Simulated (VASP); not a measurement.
# V (Fm-3m) in VASP: single point with PBEsol

Aim: the single point of V with PBEsol.

Everything below comes from runs of VASP 6.6.1. Logs are shortened: lines on timing, memory, paths and dates and some standing lists are left out, and cuts for length are marked.

## (1) The cell of the first run

The structure is cubic, space group Fm-3m (No. 225). Conventional cell: a = 3.793 Å, b = 3.793 Å, c = 3.793 Å, α = 90.00°, β = 90.00°, γ = 90.00°. V (site symmetry m-3m) has 12 V at 2.68 Å within 3.5 Å.

This isn't the form of V at room conditions, which is bcc.

## (2) Single point, PBEsol, collinear spin, ferromagnetic start

The input, INCAR:

```
SYSTEM = V
ALGO     = Normal         ! electronic algorithm
EDIFF    = 1E-6           ! SCF threshold, eV
ENCUT    = 500            ! plane-wave cutoff, eV
GGA      = PS             ! functional
GGA_COMPAT= .FALSE.      
ISIF     = 2              ! what is computed and relaxed
ISMEAR   = 0              ! smearing method
ISPIN    = 2              ! spin polarisation
LASPH    = .TRUE.         ! aspherical terms in the spheres
LCHARG   = .TRUE.         ! write CHGCAR
LELF     = .TRUE.         ! ELF
LMAXMIX  = 4              ! l up to which the mixer works
LORBIT   = 11             ! projections on sites
LREAL    = .FALSE.        ! projectors in reciprocal space
LVHAR    = .TRUE.       
LWAVE    = .FALSE.        ! write WAVECAR
MAGMOM   = 2              ! initial moments
NBANDS   = 16             ! bands
NELM     = 200            ! most SCF steps
PREC     = Accurate       ! precision mode
SIGMA    = 0.1            ! smearing width, eV
```

The input, KPOINTS:

```
k-points
0
G
  8 8 8
  0 0 0
```

The input, POSCAR:

```
V
1.0
    0.0000000000      1.8963810953      1.8963810953
    1.8963810953      0.0000000000      1.8963810953
    1.8963810953      1.8963810953      0.0000000000
V
1
Direct
    0.0000000000      0.0000000000      0.0000000000
```

Potentials or basis: VASP PAW PBE potentials, release 64 (V_sv).

Started as:

```
$ cat potpaw_PBE.64/V_sv/POTCAR > POTCAR
$ mpirun -np 1 vasp_std > vasp.out
```

OUTCAR:

```text
SYSTEM = V
   EDIFF = 1E-6
   ENCUT = 500
   GGA = PS
   ISIF = 2
   ISMEAR = 0
   ISPIN = 2
   LASPH = .TRUE.
   LORBIT = 11
   LREAL = .FALSE.
   NELM = 200
   PREC = Accurate

 ion  position               nearest neighbor table
   1  0.000  0.000  0.000-

  LATTYP: Found a face centered cubic cell.
 ALAT       =     3.7927621906

  Lattice vectors:

 A1 = (   0.0000000000,   1.8963810953,   1.8963810953)
 A2 = (   1.8963810953,   0.0000000000,   1.8963810953)
 A3 = (   1.8963810953,   1.8963810953,   0.0000000000)

Analysis of symmetry for initial positions (statically):
=====================================================================
 Subroutine PRICEL returns:
 Original cell was already a primitive cell.

 Routine SETGRP: Setting up the symmetry group for a
 face centered cubic supercell.

 Subroutine GETGRP returns: Found 48 space group operations
 (whereof 48 operations were pure point group operations)
 out of a pool of 48 trial point group operations.

The static configuration has the point symmetry O_h .

Analysis of symmetry for dynamics (positions and initial velocities):
=====================================================================
 Subroutine PRICEL returns:
 Original cell was already a primitive cell.

 Routine SETGRP: Setting up the symmetry group for a
 face centered cubic supercell.

 Subroutine GETGRP returns: Found 48 space group operations
 (whereof 48 operations were pure point group operations)
 out of a pool of 48 trial point group operations.

The dynamic configuration has the point symmetry O_h .

Analysis of structural, dynamic, and magnetic symmetry:
=====================================================================
 Subroutine PRICEL returns:
 Original cell was already a primitive cell.

 Routine SETGRP: Setting up the symmetry group for a
 face centered cubic supercell.

 Subroutine GETGRP returns: Found 48 space group operations
 (whereof 48 operations were pure point group operations)
 out of a pool of 48 trial point group operations.

The overall configuration has the point symmetry O_h .

 Subroutine INISYM returns: Found 48 space group operations
 (whereof 48 operations are pure point group operations),
 and found     1 'primitive' translations

----------------------------------------------------------------------------------------

                                     Primitive cell

  volume of cell :      13.6398

  direct lattice vectors                    reciprocal lattice vectors
     0.000000000  1.896381095  1.896381095    -0.263660085  0.263660085  0.263660085
     1.896381095  0.000000000  1.896381095     0.263660085 -0.263660085  0.263660085
     1.896381095  1.896381095  0.000000000     0.263660085  0.263660085 -0.263660085

  length of vectors
     2.681887864  2.681887864  2.681887864     0.456672662  0.456672662  0.456672662

  position of ions in fractional coordinates (direct lattice)
     0.000000000  0.000000000  0.000000000

  ion indices of the primitive-cell ions
   primitive index   ion index
                 1           1

----------------------------------------------------------------------------------------

 KPOINTS: k-points

Automatic generation of k-mesh.
 Grid dimensions read from file:
 generate k-points for:    8    8    8

 Generating k-lattice:

  Cartesian coordinates                     Fractional coordinates (reciprocal lattice)
    -0.032957511  0.032957511  0.032957511     0.125000000  0.000000000  0.000000000
     0.032957511 -0.032957511  0.032957511     0.000000000  0.125000000  0.000000000
     0.032957511  0.032957511 -0.032957511     0.000000000  0.000000000  0.125000000

  Length of vectors
     0.057084083  0.057084083  0.057084083

  Shift w.r.t. Gamma in fractional coordinates (k-lattice)
     0.000000000  0.000000000  0.000000000

 Subroutine IBZKPT returns following result:
 ===========================================

 Found     29 irreducible k-points:

 Following reciprocal coordinates:
            Coordinates               Weight
  0.000000  0.000000  0.000000      1.000000
  0.125000  0.000000  0.000000      8.000000
  0.250000  0.000000  0.000000      8.000000
  0.375000  0.000000  0.000000      8.000000
  0.500000  0.000000  0.000000      4.000000
  0.125000  0.125000  0.000000      6.000000
[... 16 lines left out ...]
  0.500000  0.250000  0.125000     48.000000
 -0.375000  0.250000  0.125000     24.000000
 [... further k-points ...]
   k-points           NKPTS =     29   k-points in BZ     NKDIM =     29   number of bands    NBANDS=     16
   number of dos      NEDOS =    301   number of ions     NIONS =      1
   total plane-waves  NPLWV =   8000
   dimension x,y,z NGX =    20 NGY =   20 NGZ =   20
   dimension x,y,z NGXF=    40 NGYF=   40 NGZF=   40
   ions per type =               1
   NGX,Y,Z   is equivalent  to a cutoff of  12.40, 12.40, 12.40 a.u.
   NGXF,Y,Z  is equivalent  to a cutoff of  24.80, 24.80, 24.80 a.u.
 SYSTEM =  V
   PREC   = accura    normal or accurate (medium, high low for compatibility)
   ISTART =      0    job   : 0-new  1-cont  2-samecut
   ICHARG =      2    charge: 1-file 2-atom 10-const
   ISPIN  =      2    spin polarized calculation?
   LNONCOLLINEAR =      F non collinear calculations
   LSORBIT =      F    spin-orbit coupling
   LASPH  =      T    aspherical Exc in radial PAW
   ENCUT  =  500.0 eV  36.75 Ry    6.06 a.u.   4.89  4.89  4.89*2*pi/ulx,y,z
   NELM   =    200;   NELMIN=  2; NELMDL= -5     # of ELM steps
   EDIFF  = 0.1E-05   stopping-criterion for ELM
   LREAL  =      F    real-space projection
   EDIFFG = 0.1E-04   stopping-criterion for IOM
   NSW    =      0    number of steps for IOM
   IBRION =     -1    ionic relax: 0-MD 1-quasi-New 2-CG
   NFREE  =      0    steps in history (QN), initial steepest desc. (CG)
   ISIF   =      2    stress and relaxation
   ISYM   =      2    0-nonsym 1-usesym 2-fastsym
   POTIM  = 0.5000    time-step for ionic-motion
   TEBEG  =    0.0;   TEEND  =   0.0 temperature during run
   PSTRESS=    0.0 pullay stress
   NELECT =      13.0000    total number of electrons
   NUPDOWN=      -1.0000    fix difference up-down
   EMIN   =  10.00;   EMAX   =-10.00  energy-range for DOS
   EFERMI =   0.00;   METHOD = LEGACY
   ISMEAR =     0;   SIGMA  =   0.10  broadening in eV -4-tet -1-fermi 0-gaus
   EFERMI_NEDOS =   21; number of points for ismear=-14 and -15
   IALGO  =     38    algorithm
   IMIX   =      4    mixing-type and parameters
     AMIX     =   0.40;   BMIX     =  1.00
     AMIX_MAG =   1.60;   BMIX_MAG =  1.00
  volume/ion in A,a.u.               =      13.64        92.05
  Fermi-wavevector in a.u.,A,eV,Ry     =   1.611092  3.044522 35.315518  2.595617
  Thomas-Fermi vector in A             =   2.706538
   LORBIT       =     11    0 simple, 1 ext, 2 COOP (PROOUT), +10 PAW based schemes
   GGA     = PS    functional components
   LHFCALC =     F    Hartree Fock is set to
   AEXX    =    0.0000 exact exchange contribution
   IVDW    =     0    specifies the selected vdW correction
   LEPSILON=     F    determine dielectric tensor
   LRPA    =     F    only Hartree local field effects (RPA)
 spin polarized calculation
 Gauss-broadening in eV      SIGMA  =   0.10
  energy-cutoff  :      500.00
  volume of cell :       13.64
 maximum number of plane-waves:       360
   NGX =  9   NGY =  9   NGZ =  9

 number of electron      13.0000006 magnetization       0.0004075

 Free energy of the ion-electron system (eV)
  ---------------------------------------------------
  ext. energy  EPLUGINS =         0.00000000
  ---------------------------------------------------
  free energy    TOTEN  =        -9.36026034 eV

  energy without entropy =       -9.34872540  energy(sigma->0) =       -9.35449287

 E-fermi :   9.7329     XC(G=0): -12.9922

 val. band max:        9.7083310390   @ k =  -0.3750   0.1250   0.0000
 cond. band min:       9.7495865379   @ k =   0.5000   0.0000   0.0000
 fundamental gap:      0.0412554989
 Fermi energy:         9.7328870417

 spin component 1

 k-point     1 :       0.0000    0.0000    0.0000
  band No.  band energies     occupation
      1     -54.0971      1.00000
      2     -27.5260      1.00000
      3     -27.5260      1.00000
      4     -27.5260      1.00000
      5       2.8389      1.00000
      6       9.8881      0.01410
[... 8 lines left out ...]
     15      37.2715      0.00000
     16      38.2557      0.00000

 k-point     2 :       0.1250    0.0000    0.0000
  band No.  band energies     occupation
      1     -54.0712      1.00000
      2     -27.6581      1.00000
      3     -27.5425      1.00000
      4     -27.5425      1.00000
      5       3.4158      1.00000
      6       9.5972      0.97247
[... 8 lines left out ...]
     15      36.9835      0.00000
     16      38.0133      0.00000

 k-point     3 :       0.2500    0.0000    0.0000
  band No.  band energies     occupation
      1     -54.0083      1.00000
      2     -27.9705      1.00000
      3     -27.5820      1.00000
      4     -27.5820      1.00000
      5       4.8708      1.00000
      6       9.1525      1.00000
[... 8 lines left out ...]
     15      36.6050      0.00000
     16      36.6050      0.00000
[... 362 lines left out ...]
 k-point    23 :       0.5000    0.2500    0.1250
  band No.  band energies     occupation
      1     -53.9104      1.00000
      2     -28.2058      1.00000
      3     -27.8354      1.00000
      4     -27.6826      1.00000
      5       7.1395      1.00000
      6       8.4415      1.00000
[... 8 lines left out ...]
     15      35.7721      0.00000
     16      40.4111      0.00000

 k-point    24 :      -0.3750    0.2500    0.1250
  band No.  band energies     occupation
      1     -53.8891      1.00000
      2     -28.2752      1.00000
      3     -27.8652      1.00000
      4     -27.7089      1.00000
      5       7.4500      1.00000
      6       8.3036      1.00000
[... 8 lines left out ...]
     15      36.2224      0.00000
     16      40.7476      0.00000

 [... further k-points ...]

 spin component 2

 k-point     1 :       0.0000    0.0000    0.0000
  band No.  band energies     occupation
      1     -54.0967      1.00000
      2     -27.5257      1.00000
      3     -27.5257      1.00000
      4     -27.5257      1.00000
      5       2.8391      1.00000
      6       9.8884      0.01395
[... 8 lines left out ...]
     15      37.2716      0.00000
     16      38.2560      0.00000

 k-point     2 :       0.1250    0.0000    0.0000
  band No.  band energies     occupation
      1     -54.0709      1.00000
      2     -27.6578      1.00000
      3     -27.5422      1.00000
      4     -27.5422      1.00000
      5       3.4160      1.00000
      6       9.5975      0.97220
[... 8 lines left out ...]
     15      36.9837      0.00000
     16      38.0136      0.00000

 k-point     3 :       0.2500    0.0000    0.0000
  band No.  band energies     occupation
      1     -54.0080      1.00000
      2     -27.9701      1.00000
      3     -27.5817      1.00000
      4     -27.5817      1.00000
      5       4.8710      1.00000
      6       9.1528      1.00000
[... 8 lines left out ...]
     15      36.6053      0.00000
     16      36.6053      0.00000
[... 362 lines left out ...]
 k-point    23 :       0.5000    0.2500    0.1250
  band No.  band energies     occupation
      1     -53.9101      1.00000
      2     -28.2055      1.00000
      3     -27.8351      1.00000
      4     -27.6823      1.00000
      5       7.1398      1.00000
      6       8.4418      1.00000
[... 8 lines left out ...]
     15      35.7724      0.00000
     16      40.4113      0.00000

 k-point    24 :      -0.3750    0.2500    0.1250
  band No.  band energies     occupation
      1     -53.8888      1.00000
      2     -28.2749      1.00000
      3     -27.8649      1.00000
      4     -27.7086      1.00000
      5       7.4503      1.00000
      6       8.3039      1.00000
[... 8 lines left out ...]
     15      36.2227      0.00000
     16      40.7478      0.00000

 [... further k-points ...]

------------------------ aborting loop because EDIFF is reached ----------------------------------------

  FORCE on cell =-STRESS in cart. coord.  units (eV):
  Direction    XX          YY          ZZ          XY          YZ          ZX
  --------------------------------------------------------------------------------------
  -------------------------------------------------------------------------------------
  Total       -0.2499169     -0.2499169     -0.2499169      0.0000000      0.0000000     -0.0000000
  in kB      -29.3561676    -29.3561676    -29.3561676      0.0000000      0.0000000     -0.0000000
  external PRESSURE =     -29.3561676 kB  Pullay stress =       0.0000000 kB

 VOLUME and BASIS-vectors are now :
 -----------------------------------------------------------------------------
  energy-cutoff  :      500.00
  volume of cell :       13.64
      direct lattice vectors                 reciprocal lattice vectors
     0.000000000  1.896381095  1.896381095    -0.263660085  0.263660085  0.263660085
     1.896381095  0.000000000  1.896381095     0.263660085 -0.263660085  0.263660085
     1.896381095  1.896381095  0.000000000     0.263660085  0.263660085 -0.263660085

 POSITION                                       TOTAL-FORCE (eV/Angst)
 -----------------------------------------------------------------------------------
      0.00000      0.00000      0.00000         0.000000      0.000000      0.000000
 -----------------------------------------------------------------------------------
    total drift:                               -0.000000      0.000000      0.000000

  FREE ENERGIE OF THE ION-ELECTRON SYSTEM (eV)
  ---------------------------------------------------
  free  energy   TOTEN  =        -9.3602603375 eV

  energy  without entropy=       -9.3487253964  energy(sigma->0) =       -9.35449287

 total charge

# of ion       s       p       d       tot
------------------------------------------
    1        2.347   6.236   3.042  11.625

 magnetization (x)

# of ion       s       p       d       tot
------------------------------------------
    1        0.000   0.000   0.000   0.000
```

Wall time 19 s (1 thread of Intel Xeon 8259CL, shared host); peak memory 0.13 GiB.

What came out:

```
Free energy                                           : -9.3603 eV
Pressure                                              : -2.9 GPa
Net moment                                            : 0.00 μB per cell
Valence electrons inside the program's atomic spheres : V 11.62
```

Caveat: the moments typed at the start vanished in this run; the PAW data sets were made with another functional, which shifts forces and pressure a little.
